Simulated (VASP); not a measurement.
# AgBr (Fm-3m) in VASP: a series of runs

The runs below take AgBr through vibrations by perturbation theory, with PBEsol.

Everything below comes from runs of VASP 6.6.1. Logs are shortened: lines on timing, memory, paths and dates and some standing lists are left out, and cuts for length are marked.

### 1 The cell of the first run

The structure is cubic, space group Fm-3m (No. 225). Conventional cell: a = 5.675 Å, b = 5.675 Å, c = 5.675 Å, α = 90.00°, β = 90.00°, γ = 90.00°. Within 3.7 Å of Ag (site symmetry m-3m) lie 6 Br at 2.84 Å. Within 3.7 Å of Br (site symmetry m-3m) lie 6 Ag at 2.84 Å.

### 2 Vibrations by perturbation theory, PBEsol

INCAR reads:

```
SYSTEM = AgBr
PREC = Accurate
ENCUT = 500
EDIFF = 1E-8
ISMEAR = 0
SIGMA = 0.01
LREAL = .False.
LASPH = .True.
NELM = 120
ALGO = Normal
ISIF = 2
LWAVE = .False.
LCHARG = .False.
GGA = PS
NBANDS = 16
IBRION = 8
NSW = 1
LEPSILON = .True.
GGA_COMPAT = .False.
```

KPOINTS reads:

```
regular mesh
0
Gamma
  8 8 8
  0 0 0
```

POSCAR reads:

```
AgBr
1.0
    0.0000000000      2.8376850546      2.8376850546
    2.8376850546      0.0000000000      2.8376850546
    2.8376850546      2.8376850546      0.0000000000
Ag Br
1 1
Direct
    0.0000000000      0.0000000000      0.0000000000
    0.5000000000      0.5000000000      0.5000000000
```

Potentials or basis: VASP PAW PBE potentials, release 64 (Ag, Br).

Started as:

```sh
cat potpaw_PBE.64/Ag/POTCAR potpaw_PBE.64/Br/POTCAR > POTCAR
mpirun -np 1 vasp_std > vasp.out
```

OUTCAR:

```text
SYSTEM = AgBr
   PREC = Accurate
   ENCUT = 500
   EDIFF = 1E-8
   ISMEAR = 0
   LREAL = .False.
   LASPH = .True.
   NELM = 120
   ISIF = 2
   GGA = PS
   IBRION = 8
   NSW = 1
   LEPSILON = .True.

 ion  position               nearest neighbor table
   1  0.000  0.000  0.000-   2 2.84   2 2.84   2 2.84   2 2.84   2 2.84   2 2.84
   2  0.500  0.500  0.500-   1 2.84   1 2.84   1 2.84   1 2.84   1 2.84   1 2.84

  LATTYP: Found a face centered cubic cell.
 ALAT       =     5.6753701092

  Lattice vectors:

 A1 = (   0.0000000000,   2.8376850546,   2.8376850546)
 A2 = (   2.8376850546,   0.0000000000,   2.8376850546)
 A3 = (   2.8376850546,   2.8376850546,   0.0000000000)

Analysis of symmetry for initial positions (statically):
=====================================================================
 Subroutine PRICEL returns:
 Original cell was already a primitive cell.

 Routine SETGRP: Setting up the symmetry group for a
 face centered cubic supercell.

 Subroutine GETGRP returns: Found 48 space group operations
 (whereof 48 operations were pure point group operations)
 out of a pool of 48 trial point group operations.

The static configuration has the point symmetry O_h .

Analysis of symmetry for dynamics (positions and initial velocities):
=====================================================================
 Subroutine PRICEL returns:
 Original cell was already a primitive cell.

 Routine SETGRP: Setting up the symmetry group for a
 face centered cubic supercell.

 Subroutine GETGRP returns: Found 48 space group operations
 (whereof 48 operations were pure point group operations)
 out of a pool of 48 trial point group operations.

The dynamic configuration has the point symmetry O_h .

 Subroutine INISYM returns: Found 48 space group operations
 (whereof 48 operations are pure point group operations),
 and found     1 'primitive' translations

[... 687 lines left out ...]
     0.00842  0.00000 -0.00000
     0.00000  0.01675  0.00000
     0.00000  0.00000  0.01675

 MACROSCOPIC STATIC DIELECTRIC TENSOR (including local field effects in DFT)
 ------------------------------------------------------
           6.532892     0.000000     0.000000
           0.000000     6.532892     0.000000
          -0.000000    -0.000000     6.532892
 ------------------------------------------------------

 PIEZOELECTRIC TENSOR (including local field effects)  for field in x, y, z        (e  Angst)
          XX          YY          ZZ          XY          YZ          ZX
  --------------------------------------------------------------------------------
  x     0.00000     0.00000     0.00000     0.00000     0.00000     0.00000
  y     0.00000     0.00000     0.00000     0.00000     0.00000     0.00000
  z     0.00000     0.00000     0.00000     0.00000     0.00000     0.00000

 PIEZOELECTRIC TENSOR (including local field effects)  for field in x, y, z        (C/m^2)
          XX          YY          ZZ          XY          YZ          ZX
  --------------------------------------------------------------------------------
  x     0.00000     0.00000     0.00000     0.00000     0.00000     0.00000
  y     0.00000     0.00000     0.00000     0.00000     0.00000     0.00000
  z     0.00000     0.00000     0.00000     0.00000     0.00000     0.00000

 BORN EFFECTIVE CHARGES (including local field effects) (in |e|, cummulative output)
 ---------------------------------------------------------------------------------
 ion    1
    1     1.50972     0.00000     0.00000
    2     0.00000     1.50972     0.00000
    3     0.00000     0.00000     1.50972
 ion    2
    1    -1.50972     0.00000     0.00000
    2     0.00000    -1.50972     0.00000
    3     0.00000     0.00000    -1.50972

 INTERNAL STRAIN TENSOR FOR ION    2 for displacements in x,y,z  (eV/Angst):
          X           Y           Z          XY          YZ          ZX
  --------------------------------------------------------------------------------
  x     0.00000     0.00000     0.00000     0.00000     0.00000     0.00000
  y     0.00000     0.00000     0.00000     0.00000     0.00000     0.00000
  z     0.00000     0.00000     0.00000     0.00000     0.00000     0.00000

 SECOND DERIVATIVES (NOT SYMMETRIZED)
 ------------------------------------
               1X          1Y          1Z          2X          2Y          2Z
  1X    -1.263988    0.000000    0.000000    1.263988    0.000000    0.000000
  1Y     0.000000   -1.263988    0.000000    0.000000    1.263988    0.000000
  1Z     0.000000    0.000000   -1.263988    0.000000    0.000000    1.263988
  2X     1.274594    0.000000    0.000000   -1.274594    0.000000    0.000000
  2Y     0.000000    1.274594    0.000000    0.000000   -1.274594    0.000000
  2Z     0.000000    0.000000    1.274594    0.000000    0.000000   -1.274594

 Eigenvectors and eigenvalues of the dynamical matrix
 ----------------------------------------------------

   1 f  =    2.600472 THz    16.339246 2PiTHz   86.742402 cm-1    10.754682 meV
             X         Y         Z           dx          dy          dz
      0.000000  0.000000  0.000000     0.000000    0.650766    0.000000
      2.837685  2.837685  2.837685     0.000000   -0.759278    0.000000
[... 21 lines left out ...]
   6 f/i=    0.005368 THz     0.033728 2PiTHz    0.179055 cm-1     0.022200 meV
             X         Y         Z           dx          dy          dz
      0.000000  0.000000  0.000000     0.000000    0.000000    0.759278
      2.837685  2.837685  2.837685     0.000000    0.000000    0.650766

--------------------------------------------------------------------------------------------------------

 MACROSCOPIC STATIC DIELECTRIC TENSOR IONIC CONTRIBUTION
 ------------------------------------------------------
           7.110051     0.000000     0.000000
           0.000000     7.110051    -0.000000
           0.000000    -0.000000     7.110051
 ------------------------------------------------------

 ELASTIC MODULI CONTR FROM IONIC RELAXATION (kBar)
 Direction    XX          YY          ZZ          XY          YZ          ZX
 --------------------------------------------------------------------------------
 XX           0.0000      0.0000      0.0000      0.0000      0.0000      0.0000
 YY           0.0000      0.0000      0.0000      0.0000      0.0000      0.0000
 ZZ           0.0000      0.0000      0.0000      0.0000      0.0000      0.0000
 XY           0.0000      0.0000      0.0000      0.0000      0.0000      0.0000
 YZ           0.0000      0.0000      0.0000      0.0000      0.0000      0.0000
 ZX           0.0000      0.0000      0.0000      0.0000      0.0000      0.0000
 --------------------------------------------------------------------------------

 PIEZOELECTRIC TENSOR IONIC CONTR  for field in x, y, z        (C/m^2)
          XX          YY          ZZ          XY          YZ          ZX
  --------------------------------------------------------------------------------
  x     0.00000     0.00000     0.00000     0.00000     0.00000     0.00000
  y     0.00000     0.00000     0.00000     0.00000     0.00000     0.00000
  z     0.00000     0.00000     0.00000     0.00000     0.00000     0.00000
```

stdout:

```text
POSCAR found type information on POSCAR AgBr
 POSCAR found :  2 types and       2 ions
 scaLAPACK will be used
 -----------------------------------------------------------------------------
|                                                                             |
|                                                                             |
|     You enforced a specific xc type in the INCAR file but a different       |
[... 39 lines left out ...]
 force on displaced ion       1 direction 1 :  -1.264   0.000   0.000
 Born effective charge ion    1 direction 1 :   1.506   0.000   0.000
 Linear response progress:
 first order change of Fermi-energy   0.11675E-02
 force on displaced ion       2 direction 1 :  -1.275   0.000   0.000
 Born effective charge ion    2 direction 1 :  -1.514   0.000   0.000
 Born effective charges drift removed
 Linear response finished
```

Wall time 3.9 min (1 thread of Intel Xeon 6975P-C (Granite Rapids), shared host); peak memory 0.26 GiB.

Results:

```
Electronic dielectric tensor (diagonal)                 : 6.53
Born charges (mean of the diagonal)                     : Ag +1.51; Br -1.51 e
Highest phonon frequency at Γ, LO-TO splitting left out : 87 cm⁻¹
```

Phonon frequencies in cm⁻¹ (negative: imaginary):
| q point | frequencies |
| --- | --- |
| (0.000, 0.000, 0.000) | 0 0 0 87 87 87 |

Electronic dielectric tensor:
```
6.53 0.00 0.00
0.00 6.53 0.00
0.00 0.00 6.53
```

Born effective charge tensors (e):
atom 1, Ag
```
1.51 0.00 0.00
0.00 1.51 0.00
0.00 0.00 1.51
```
atom 2, Br
```
-1.51  0.00  0.00
 0.00 -1.51  0.00
 0.00  0.00 -1.51
```

### 3 Vibrations by perturbation theory, PBEsol (volume scaled by 1.030)

INCAR reads:

```
SYSTEM = AgBr
PREC = Accurate ; ENCUT = 500
EDIFF = 1E-8 ; ISMEAR = 0
SIGMA = 0.01 ; LREAL = .FALSE.
LASPH = .TRUE. ; NELM = 120
ALGO = Normal ; ISIF = 2
LWAVE = .FALSE. ; LCHARG = .FALSE.
GGA = PS ; IBRION = 8
NSW = 1 ; GGA_COMPAT = .FALSE.
```

KPOINTS reads:

```
Automatic mesh
0
G
  8 8 8
  0 0 0
```

POSCAR reads:

```
AgBr
1.0
    0.0000000000      2.8657827736      2.8657827736
    2.8657827736      0.0000000000      2.8657827736
    2.8657827736      2.8657827736      0.0000000000
Ag Br
1 1
Direct
    0.0000000000      0.0000000000      0.0000000000
    0.5000000000      0.5000000000      0.5000000000
```

Potentials or basis: VASP PAW PBE potentials, release 64 (Ag, Br).

Started as:

```sh
cat potpaw_PBE.64/Ag/POTCAR potpaw_PBE.64/Br/POTCAR > POTCAR
mpirun -np 1 vasp_std > vasp.out
```

OUTCAR:

```text
SYSTEM = AgBr
   PREC = Accurate
   ENCUT = 500
   EDIFF = 1E-8
   ISMEAR = 0
   LREAL = .FALSE.
   LASPH = .TRUE.
   NELM = 120
   ISIF = 2
   GGA = PS
   IBRION = 8
   NSW = 1

 ion  position               nearest neighbor table
   1  0.000  0.000  0.000-   2 2.87   2 2.87   2 2.87   2 2.87   2 2.87   2 2.87
   2  0.500  0.500  0.500-   1 2.87   1 2.87   1 2.87   1 2.87   1 2.87   1 2.87

  LATTYP: Found a face centered cubic cell.
 ALAT       =     5.7315655472
[... 643 lines left out ...]
               1X          1Y          1Z          2X          2Y          2Z
  1X    -0.975620    0.000000    0.000000    0.975620    0.000000    0.000000
  1Y     0.000000   -0.975620    0.000000    0.000000    0.975620    0.000000
  1Z     0.000000    0.000000   -0.975620    0.000000    0.000000    0.975620
  2X     0.956500    0.000000    0.000000   -0.956500    0.000000    0.000000
  2Y     0.000000    0.956500    0.000000    0.000000   -0.956500    0.000000
  2Z     0.000000    0.000000    0.956500    0.000000    0.000000   -0.956500

 Eigenvectors and eigenvalues of the dynamical matrix
 ----------------------------------------------------

   1 f  =    2.266327 THz    14.239751 2PiTHz   75.596525 cm-1     9.372770 meV
             X         Y         Z           dx          dy          dz
      0.000000  0.000000  0.000000     0.631060    0.179303    0.000000
      2.865783  2.865783  2.865783    -0.725992   -0.206276    0.000000
[... 21 lines left out ...]
   6 f/i=    0.011105 THz     0.069775 2PiTHz    0.370424 cm-1     0.045927 meV
             X         Y         Z           dx          dy          dz
      0.000000  0.000000  0.000000     0.731533   -0.185565   -0.006233
      2.865783  2.865783  2.865783     0.635877   -0.161300   -0.005418

--------------------------------------------------------------------------------------------------------

 ELASTIC MODULI CONTR FROM IONIC RELAXATION (kBar)
 Direction    XX          YY          ZZ          XY          YZ          ZX
 --------------------------------------------------------------------------------
 XX           0.0000      0.0000      0.0000      0.0000      0.0000      0.0000
 YY           0.0000      0.0000      0.0000      0.0000      0.0000      0.0000
 ZZ           0.0000      0.0000      0.0000      0.0000      0.0000      0.0000
 XY           0.0000      0.0000      0.0000      0.0000      0.0000      0.0000
 YZ           0.0000      0.0000      0.0000      0.0000      0.0000      0.0000
 ZX           0.0000      0.0000      0.0000      0.0000      0.0000      0.0000
 --------------------------------------------------------------------------------
```

OSZICAR:

```text
N       E                     dE             d eps       ncg     rms          rms(c)
DAV:   1     0.967274168201E+02    0.96727E+02   -0.83130E+03   762   0.119E+03
DAV:   2    -0.193657064328E+01   -0.98664E+02   -0.92003E+02   879   0.242E+02
DAV:   3    -0.579757373612E+01   -0.38610E+01   -0.38487E+01   869   0.507E+01
[... 37 lines left out ...]
RMM:   7    -0.136276455651E+00    0.13641E-06   -0.15512E-08  2401   0.660E-04    0.107E-04
RMM:   8    -0.136276225990E+00    0.22966E-06    0.12165E-10  2502   0.909E-05    0.115E-04
RMM:   9    -0.136275460486E+00    0.76550E-06    0.47950E-09  2460   0.744E-05    0.360E-05
RMM:  10    -0.136275534329E+00   -0.73843E-07    0.43903E-09  2540   0.184E-05    0.848E-06
RMM:  11    -0.136275588437E+00   -0.54108E-07    0.23250E-09  2256   0.669E-06    0.325E-06
RMM:  12    -0.136275579516E+00    0.89217E-08    0.91549E-09  1162   0.123E-06    0.702E-07
 Linear response finished
```

Run time: 68 s. Hardware: 1 thread of Intel Xeon 6975P-C (Granite Rapids), shared host; peak memory 0.25 GiB.

What came out:

```
Highest phonon frequency at Γ, LO-TO splitting left out : 76 cm⁻¹
```

Phonon frequencies in cm⁻¹ (negative: imaginary):
```csv
q point,frequencies
"(0.000, 0.000, 0.000)",0 0 0 76 76 76
```

Caveat: the cell wasn't relaxed at this level first, which shifts response properties.
